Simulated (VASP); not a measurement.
# Cd3HgSe4 (P-43m) in VASP: notebook

Aim: see how the results for Cd3HgSe4 move with the level of theory and the settings. Levels: PBE, LDA. Tasks: single point.

Everything below comes from runs of VASP 6.6.1. Logs are shortened: lines on timing, memory, paths and dates and some standing lists are left out, and cuts for length are marked.

## Step 1: The cell of the first run

The structure is cubic, space group P-43m (No. 215). Conventional cell: a = 6.212 Å, b = 6.212 Å, c = 6.212 Å, α = 90.00°, β = 90.00°, γ = 90.00°. Cd (site symmetry -42m) has 4 Se at 2.68 Å within 3.5 Å. Hg (site symmetry -43m) has 4 Se at 2.71 Å within 3.6 Å. Se (site symmetry 3m) has 3 Cd at 2.68 Å and 1 Hg at 2.71 Å within 3.5 Å.

## Step 2: Single point, PBE

INCAR

```
SYSTEM = Cd3HgSe4
ALGO = Normal
EDIFF = 1E-7
ENCUT = 520
GGA = PE
ISIF = 2
ISMEAR = 0
LASPH = .TRUE.
LCHARG = .FALSE.
LREAL = .FALSE.
LWAVE = .FALSE.
NBANDS = 46
NELM = 100
PREC = Accurate
SIGMA = 0.2
```

KPOINTS

```
k-points
0
G
  4 4 4
  0 0 0
```

POSCAR

```
Cd3HgSe4
1.0
    6.2119694000      0.0000000000      0.0000000000
    0.0000000000      6.2119694000      0.0000000000
    0.0000000000      0.0000000000      6.2119694000
Cd Hg Se
3 1 4
Direct
    0.5000000000      0.0000000000      0.0000000000
    0.0000000000      0.0000000000      0.5000000000
    0.0000000000      0.5000000000      0.0000000000
    0.5000000000      0.5000000000      0.5000000000
    0.7518100000      0.2481900000      0.7518100000
    0.7518100000      0.7518100000      0.2481900000
    0.2481900000      0.2481900000      0.2481900000
    0.2481900000      0.7518100000      0.7518100000
```

Potentials or basis: VASP PAW PBE potentials, release 64 (Cd, Hg, Se).

On the command line:

```sh
cat potpaw_PBE.64/Cd/POTCAR potpaw_PBE.64/Hg/POTCAR potpaw_PBE.64/Se/POTCAR > POTCAR
mpirun -np 1 vasp_std > vasp.out
```

OUTCAR:

```text
SYSTEM = Cd3HgSe4
   EDIFF = 1E-7
   ENCUT = 520
   GGA = PE
   ISIF = 2
   ISMEAR = 0
   LASPH = .TRUE.
   LREAL = .FALSE.
   NELM = 100
   PREC = Accurate

 ion  position               nearest neighbor table
   1  0.500  0.000  0.000-   5 2.68   6 2.68   7 2.68   8 2.68
   2  0.000  0.000  0.500-   5 2.68   6 2.68   7 2.68   8 2.68
   3  0.000  0.500  0.000-   5 2.68   6 2.68   7 2.68   8 2.68
   4  0.500  0.500  0.500-   5 2.71   6 2.71   7 2.71   8 2.71
   5  0.752  0.248  0.752-   2 2.68   1 2.68   3 2.68   4 2.71
   6  0.752  0.752  0.248-   2 2.68   1 2.68   3 2.68   4 2.71
   7  0.248  0.248  0.248-   2 2.68   1 2.68   3 2.68   4 2.71
   8  0.248  0.752  0.752-   2 2.68   1 2.68   3 2.68   4 2.71

  LATTYP: Found a simple cubic cell.
 ALAT       =     6.2119694000

  Lattice vectors:

 A1 = (   6.2119694000,   0.0000000000,   0.0000000000)
 A2 = (   0.0000000000,   6.2119694000,   0.0000000000)
 A3 = (   0.0000000000,   0.0000000000,   6.2119694000)

Analysis of symmetry for initial positions (statically):
=====================================================================
 Subroutine PRICEL returns:
 Original cell was already a primitive cell.

 Routine SETGRP: Setting up the symmetry group for a
 simple cubic supercell.

 Subroutine GETGRP returns: Found 24 space group operations
 (whereof 24 operations were pure point group operations)
 out of a pool of 48 trial point group operations.

The static configuration has the point symmetry T_d .

Analysis of symmetry for dynamics (positions and initial velocities):
=====================================================================
 Subroutine PRICEL returns:
 Original cell was already a primitive cell.

 Routine SETGRP: Setting up the symmetry group for a
 simple cubic supercell.

 Subroutine GETGRP returns: Found 24 space group operations
 (whereof 24 operations were pure point group operations)
 out of a pool of 48 trial point group operations.

The dynamic configuration has the point symmetry T_d .

 Subroutine INISYM returns: Found 24 space group operations
 (whereof 24 operations are pure point group operations),
 and found     1 'primitive' translations

----------------------------------------------------------------------------------------

                                     Primitive cell

  volume of cell :     239.7110
[... 90 lines left out ...]
   IBRION =     -1    ionic relax: 0-MD 1-quasi-New 2-CG
   NFREE  =      0    steps in history (QN), initial steepest desc. (CG)
   ISIF   =      2    stress and relaxation
   ISYM   =      2    0-nonsym 1-usesym 2-fastsym
   POTIM  = 0.5000    time-step for ionic-motion
   TEBEG  =    0.0;   TEEND  =   0.0 temperature during run
   PSTRESS=    0.0 pullay stress
   NELECT =      72.0000    total number of electrons
   NUPDOWN=      -1.0000    fix difference up-down
   EMIN   =  10.00;   EMAX   =-10.00  energy-range for DOS
   EFERMI =   0.00;   METHOD = LEGACY
   ISMEAR =     0;   SIGMA  =   0.20  broadening in eV -4-tet -1-fermi 0-gaus
   EFERMI_NEDOS =   21; number of points for ismear=-14 and -15
   IALGO  =     38    algorithm
   IMIX   =      4    mixing-type and parameters
     AMIX     =   0.40;   BMIX     =  1.00
     AMIX_MAG =   1.60;   BMIX_MAG =  1.00
  volume/ion in A,a.u.               =      29.96       202.21
  Fermi-wavevector in a.u.,A,eV,Ry     =   1.096368  2.071835 16.354513  1.202023
  Thomas-Fermi vector in A             =   2.232709
   LORBIT       =      0    0 simple, 1 ext, 2 COOP (PROOUT), +10 PAW based schemes
   GGA     = PE    functional components
   LHFCALC =     F    Hartree Fock is set to
   AEXX    =    0.0000 exact exchange contribution
   IVDW    =     0    specifies the selected vdW correction
   LEPSILON=     F    determine dielectric tensor
   LRPA    =     F    only Hartree local field effects (RPA)
 non-spin polarized calculation
 Gauss-broadening in eV      SIGMA  =   0.20
  energy-cutoff  :      520.00
  volume of cell :      239.71
 maximum number of plane-waves:      6488
 NGX is ok and might be reduce to    48
   NGX = 23   NGY = 23   NGZ = 23

 number of electron      71.9999998 magnetization

 Free energy of the ion-electron system (eV)
  ---------------------------------------------------
  ext. energy  EPLUGINS =         0.00000000
  ---------------------------------------------------
  free energy    TOTEN  =       -20.55971565 eV

  energy without entropy =      -20.55289676  energy(sigma->0) =      -20.55630620

 E-fermi :   0.7738     XC(G=0):  -8.6396

 val. band max:        0.7241474822   @ k =   0.0000   0.0000   0.0000
 cond. band min:       1.9612106836   @ k =   0.5000   0.5000   0.5000
 fundamental gap:      1.2370632014
 Fermi energy:         0.7737951964

 k-point     1 :       0.0000    0.0000    0.0000
  band No.  band energies     occupation
      1     -11.8208      2.00000
      2     -11.3692      2.00000
      3     -11.3692      2.00000
      4     -11.3692      2.00000
      5      -7.1764      2.00000
      6      -7.1764      2.00000
[... 479 lines left out ...]
     45       7.0204      0.00000
     46       7.0204      0.00000

------------------------ aborting loop because EDIFF is reached ----------------------------------------

  FORCE on cell =-STRESS in cart. coord.  units (eV):
  Direction    XX          YY          ZZ          XY          YZ          ZX
  --------------------------------------------------------------------------------------
  -------------------------------------------------------------------------------------
  Total        0.3822381      0.3822381      0.3822381      0.0000000      0.0000000     -0.0000000
  in kB        2.5547981      2.5547981      2.5547981      0.0000000      0.0000000     -0.0000000
  external PRESSURE =       2.5547981 kB  Pullay stress =       0.0000000 kB

 VOLUME and BASIS-vectors are now :
 -----------------------------------------------------------------------------
  energy-cutoff  :      520.00
  volume of cell :      239.71
      direct lattice vectors                 reciprocal lattice vectors
     6.211969400  0.000000000  0.000000000     0.160979544  0.000000000  0.000000000
     0.000000000  6.211969400  0.000000000     0.000000000  0.160979544  0.000000000
     0.000000000  0.000000000  6.211969400     0.000000000  0.000000000  0.160979544

 POSITION                                       TOTAL-FORCE (eV/Angst)
 -----------------------------------------------------------------------------------
      3.10598      0.00000      0.00000        -0.000000      0.000000      0.000000
      0.00000      0.00000      3.10598        -0.000000     -0.000000      0.000000
      0.00000      3.10598      0.00000        -0.000000      0.000000      0.000000
      3.10598      3.10598      3.10598        -0.000000     -0.000000      0.000000
      4.67022      1.54175      4.67022        -0.001354      0.001354     -0.001354
      4.67022      4.67022      1.54175        -0.001354     -0.001354      0.001354
      1.54175      1.54175      1.54175         0.001354      0.001354      0.001354
      1.54175      4.67022      4.67022         0.001354     -0.001354     -0.001354
 -----------------------------------------------------------------------------------
    total drift:                                0.000000      0.000000     -0.000000

  FREE ENERGIE OF THE ION-ELECTRON SYSTEM (eV)
  ---------------------------------------------------
  free  energy   TOTEN  =       -20.5597156451 eV

  energy  without entropy=      -20.5528967619  energy(sigma->0) =      -20.55630620
```

OSZICAR:

```text
N       E                     dE             d eps       ncg     rms          rms(c)
DAV:   1     0.502734330146E+03    0.50273E+03   -0.33548E+04   920   0.140E+03
DAV:   2     0.118082735166E+02   -0.49093E+03   -0.47600E+03  1002   0.337E+02
DAV:   3    -0.215962273360E+02   -0.33405E+02   -0.33175E+02  1072   0.849E+01
DAV:   4    -0.220127345572E+02   -0.41651E+00   -0.41600E+00  1026   0.892E+00
DAV:   5    -0.220168072004E+02   -0.40726E-02   -0.40723E-02  1078   0.818E-01    0.116E+01
DAV:   6    -0.205973459888E+02    0.14195E+01   -0.29599E+00  1094   0.126E+01    0.927E+00
DAV:   7    -0.205649050060E+02    0.32441E-01   -0.11902E+00   988   0.416E+00    0.409E+00
DAV:   8    -0.205620566619E+02    0.28483E-02   -0.15502E-01   994   0.292E+00    0.565E-01
DAV:   9    -0.205593022346E+02    0.27544E-02   -0.29683E-02   998   0.149E+00    0.194E-01
DAV:  10    -0.205595157900E+02   -0.21356E-03   -0.20856E-03  1008   0.334E-01    0.994E-02
DAV:  11    -0.205597469750E+02   -0.23119E-03   -0.86944E-04  1012   0.157E-01    0.384E-02
DAV:  12    -0.205597148749E+02    0.32100E-04   -0.18790E-04  1004   0.836E-02    0.208E-02
DAV:  13    -0.205597156705E+02   -0.79561E-06   -0.19785E-05  1032   0.153E-02    0.114E-02
DAV:  14    -0.205597153763E+02    0.29417E-06   -0.37951E-06   992   0.138E-02    0.612E-03
DAV:  15    -0.205597156583E+02   -0.28194E-06   -0.18519E-06   964   0.438E-03    0.157E-03
DAV:  16    -0.205597156451E+02    0.13203E-07   -0.53970E-08   630   0.108E-03
   1 F= -.20559716E+02 E0= -.20556306E+02  d E =-.681888E-02
```

Wall time 64 s (1 thread of AMD EPYC 9R45 (Zen 5), shared host); peak memory 0.34 GiB.

Results:

```
Free energy : -20.5597 eV
Pressure    : 0.3 GPa
```

Forces in eV/Å, atoms in the order of the input:
```
Cd   0.000  0.000  0.000
Cd   0.000  0.000  0.000
Cd   0.000  0.000  0.000
Hg   0.000  0.000  0.000
Se  -0.001  0.001 -0.001
Se  -0.001 -0.001  0.001
Se   0.001  0.001  0.001
Se   0.001 -0.001 -0.001
```

Caveat: spin-orbit coupling is left out, which moves the levels of the heavy elements.

## Step 3: Single point, PBE

INCAR

```
PREC     = Accurate       # precision mode
ENCUT    = 520            # plane-wave cutoff, eV
EDIFF    = 1E-7           # SCF threshold, eV
ISMEAR   = 0              # smearing method
SIGMA    = 0.1            # smearing width, eV
LREAL    = False          # projectors in reciprocal space
LASPH    = True           # aspherical terms in the spheres
NELM     = 100            # most SCF steps
ALGO     = Normal         # electronic algorithm
ISIF     = 2              # what is computed and relaxed
LWAVE    = False          # write WAVECAR
LCHARG   = False          # write CHGCAR
GGA      = PE             # functional
NBANDS   = 46             # bands
```

KPOINTS

```
regular mesh
0
Gamma
  4 4 4
```

POSCAR is that of step 2.

Potentials or basis: VASP PAW PBE potentials, release 64 (Cd, Hg, Se).

On the command line:

```sh
cat potpaw_PBE.64/Cd/POTCAR potpaw_PBE.64/Hg/POTCAR potpaw_PBE.64/Se/POTCAR > POTCAR
mpirun -np 1 vasp_std > vasp.out
```

OUTCAR:

```text
PREC = Accurate
   ENCUT = 520
   EDIFF = 1E-7
   ISMEAR = 0
   LREAL = False
   LASPH = True
   NELM = 100
   ISIF = 2
   GGA = PE

 ion  position               nearest neighbor table
   1  0.500  0.000  0.000-   5 2.68   6 2.68   7 2.68   8 2.68
   2  0.000  0.000  0.500-   5 2.68   6 2.68   7 2.68   8 2.68
   3  0.000  0.500  0.000-   5 2.68   6 2.68   7 2.68   8 2.68
   4  0.500  0.500  0.500-   5 2.71   6 2.71   7 2.71   8 2.71
   5  0.752  0.248  0.752-   2 2.68   1 2.68   3 2.68   4 2.71
   6  0.752  0.752  0.248-   2 2.68   1 2.68   3 2.68   4 2.71
   7  0.248  0.248  0.248-   2 2.68   1 2.68   3 2.68   4 2.71
   8  0.248  0.752  0.752-   2 2.68   1 2.68   3 2.68   4 2.71

  LATTYP: Found a simple cubic cell.
 ALAT       =     6.2119694000

  Lattice vectors:

 A1 = (   6.2119694000,   0.0000000000,   0.0000000000)
 A2 = (   0.0000000000,   6.2119694000,   0.0000000000)
 A3 = (   0.0000000000,   0.0000000000,   6.2119694000)

Analysis of symmetry for initial positions (statically):
=====================================================================
 Subroutine PRICEL returns:
 Original cell was already a primitive cell.

 Routine SETGRP: Setting up the symmetry group for a
 simple cubic supercell.

 Subroutine GETGRP returns: Found 24 space group operations
 (whereof 24 operations were pure point group operations)
 out of a pool of 48 trial point group operations.

The static configuration has the point symmetry T_d .

Analysis of symmetry for dynamics (positions and initial velocities):
=====================================================================
 Subroutine PRICEL returns:
 Original cell was already a primitive cell.

[... 124 lines left out ...]
     AMIX_MAG =   1.60;   BMIX_MAG =  1.00
  volume/ion in A,a.u.               =      29.96       202.21
  Fermi-wavevector in a.u.,A,eV,Ry     =   1.096368  2.071835 16.354513  1.202023
  Thomas-Fermi vector in A             =   2.232709
   LORBIT       =      0    0 simple, 1 ext, 2 COOP (PROOUT), +10 PAW based schemes
   GGA     = PE    functional components
   LHFCALC =     F    Hartree Fock is set to
   AEXX    =    0.0000 exact exchange contribution
   IVDW    =     0    specifies the selected vdW correction
   LEPSILON=     F    determine dielectric tensor
   LRPA    =     F    only Hartree local field effects (RPA)
 non-spin polarized calculation
 Gauss-broadening in eV      SIGMA  =   0.10
  energy-cutoff  :      520.00
  volume of cell :      239.71
 maximum number of plane-waves:      6488
 NGX is ok and might be reduce to    48
   NGX = 23   NGY = 23   NGZ = 23

 number of electron      71.9999998 magnetization

 Free energy of the ion-electron system (eV)
  ---------------------------------------------------
  ext. energy  EPLUGINS =         0.00000000
  ---------------------------------------------------
  free energy    TOTEN  =       -20.55683954 eV

  energy without entropy =      -20.55450850  energy(sigma->0) =      -20.55567402

 E-fermi :   0.7088     XC(G=0):  -8.6390

 val. band max:        0.6310931478   @ k =   0.0000   0.0000   0.0000
 cond. band min:       0.7246621733   @ k =   0.0000   0.0000   0.0000
 fundamental gap:      0.0935690255
 Fermi energy:         0.7087624714

 k-point     1 :       0.0000    0.0000    0.0000
  band No.  band energies     occupation
      1     -11.8194      2.00000
      2     -11.3678      2.00000
      3     -11.3678      2.00000
      4     -11.3678      2.00000
      5      -7.1766      2.00000
      6      -7.1766      2.00000
[... 479 lines left out ...]
     45       7.0207      0.00000
     46       7.0207      0.00000

------------------------ aborting loop because EDIFF is reached ----------------------------------------

  FORCE on cell =-STRESS in cart. coord.  units (eV):
  Direction    XX          YY          ZZ          XY          YZ          ZX
  --------------------------------------------------------------------------------------
  -------------------------------------------------------------------------------------
  Total        0.3687671      0.3687671      0.3687671      0.0000000     -0.0000000      0.0000000
  in kB        2.4647608      2.4647608      2.4647608      0.0000000     -0.0000000      0.0000000
  external PRESSURE =       2.4647608 kB  Pullay stress =       0.0000000 kB

 VOLUME and BASIS-vectors are now :
 -----------------------------------------------------------------------------
  energy-cutoff  :      520.00
  volume of cell :      239.71
      direct lattice vectors                 reciprocal lattice vectors
     6.211969400  0.000000000  0.000000000     0.160979544  0.000000000  0.000000000
     0.000000000  6.211969400  0.000000000     0.000000000  0.160979544  0.000000000
     0.000000000  0.000000000  6.211969400     0.000000000  0.000000000  0.160979544

 POSITION                                       TOTAL-FORCE (eV/Angst)
 -----------------------------------------------------------------------------------
      3.10598      0.00000      0.00000         0.000000     -0.000000      0.000000
      0.00000      0.00000      3.10598         0.000000     -0.000000      0.000000
      0.00000      3.10598      0.00000         0.000000     -0.000000      0.000000
      3.10598      3.10598      3.10598         0.000000     -0.000000      0.000000
      4.67022      1.54175      4.67022        -0.001345      0.001345     -0.001345
      4.67022      4.67022      1.54175        -0.001345     -0.001345      0.001345
      1.54175      1.54175      1.54175         0.001345      0.001345      0.001345
      1.54175      4.67022      4.67022         0.001345     -0.001345     -0.001345
 -----------------------------------------------------------------------------------
    total drift:                                0.000000      0.000000     -0.000000

  FREE ENERGIE OF THE ION-ELECTRON SYSTEM (eV)
  ---------------------------------------------------
  free  energy   TOTEN  =       -20.5568395427 eV

  energy  without entropy=      -20.5545084994  energy(sigma->0) =      -20.55567402
```

OSZICAR:

```text
N       E                     dE             d eps       ncg     rms          rms(c)
DAV:   1     0.502757845694E+03    0.50276E+03   -0.33548E+04   920   0.140E+03
DAV:   2     0.118098524017E+02   -0.49095E+03   -0.47600E+03  1002   0.337E+02
DAV:   3    -0.215961303691E+02   -0.33406E+02   -0.33181E+02  1072   0.850E+01
DAV:   4    -0.220126120028E+02   -0.41648E+00   -0.41598E+00  1026   0.892E+00
DAV:   5    -0.220166846176E+02   -0.40726E-02   -0.40723E-02  1078   0.818E-01    0.116E+01
DAV:   6    -0.205953520763E+02    0.14213E+01   -0.29607E+00  1094   0.126E+01    0.927E+00
DAV:   7    -0.205621803044E+02    0.33172E-01   -0.11981E+00   988   0.417E+00    0.408E+00
DAV:   8    -0.205592850432E+02    0.28953E-02   -0.15795E-01   994   0.294E+00    0.563E-01
DAV:   9    -0.205564108462E+02    0.28742E-02   -0.30104E-02   998   0.150E+00    0.185E-01
DAV:  10    -0.205566395730E+02   -0.22873E-03   -0.21520E-03  1008   0.338E-01    0.102E-01
DAV:  11    -0.205568300085E+02   -0.19044E-03   -0.63326E-04   988   0.129E-01    0.374E-02
DAV:  12    -0.205568382937E+02   -0.82852E-05   -0.15022E-04   996   0.634E-02    0.180E-02
DAV:  13    -0.205568390949E+02   -0.80118E-06   -0.11886E-05  1042   0.129E-02    0.787E-03
DAV:  14    -0.205568391937E+02   -0.98855E-07   -0.32013E-06   992   0.119E-02    0.450E-03
DAV:  15    -0.205568395693E+02   -0.37557E-06   -0.74241E-07   910   0.324E-03    0.159E-03
DAV:  16    -0.205568395427E+02    0.26603E-07   -0.65717E-08   638   0.126E-03
   1 F= -.20556840E+02 E0= -.20555674E+02  d E =-.233104E-02
```

It took 63 s on 1 thread of AMD EPYC 9R45 (Zen 5), shared host; peak memory 0.34 GiB.

What came out:

```
Free energy            : -20.5568 eV
Pressure               : 0.2 GPa
Band gap on the k mesh : 0.09 eV, direct
```

Forces on the atoms (eV/Å):
```
Cd   0.000  0.000  0.000
Cd   0.000  0.000  0.000
Cd   0.000  0.000  0.000
Hg   0.000  0.000  0.000
Se  -0.001  0.001 -0.001
Se  -0.001 -0.001  0.001
Se   0.001  0.001  0.001
Se   0.001 -0.001 -0.001
```

Levels at points of the mesh, in eV from the valence-band top:
```csv
k point,band 32,band 33,band 34,band 35,band 36,band 37,band 38,band 39,band 40,band 41
"(0.00, 0.00, 0.00)",-1.72,-1.72,0.00,0.00,0.00,0.09,2.92,3.23,3.23,3.23
"(0.50, 0.00, 0.00)",-2.02,-1.04,-1.04,-0.89,-0.89,2.63,3.02,3.93,4.20,4.43
"(0.50, 0.50, 0.00)",-1.85,-0.85,-0.73,-0.67,-0.67,2.65,3.47,3.47,3.54,5.78
"(0.50, 0.50, 0.50)",-0.77,-0.77,-0.60,-0.60,-0.60,1.33,2.23,2.23,2.23,6.31
```

Caveat: spin-orbit coupling is left out, which moves the levels of the heavy elements.

(Part 1 of 2 ends here.)
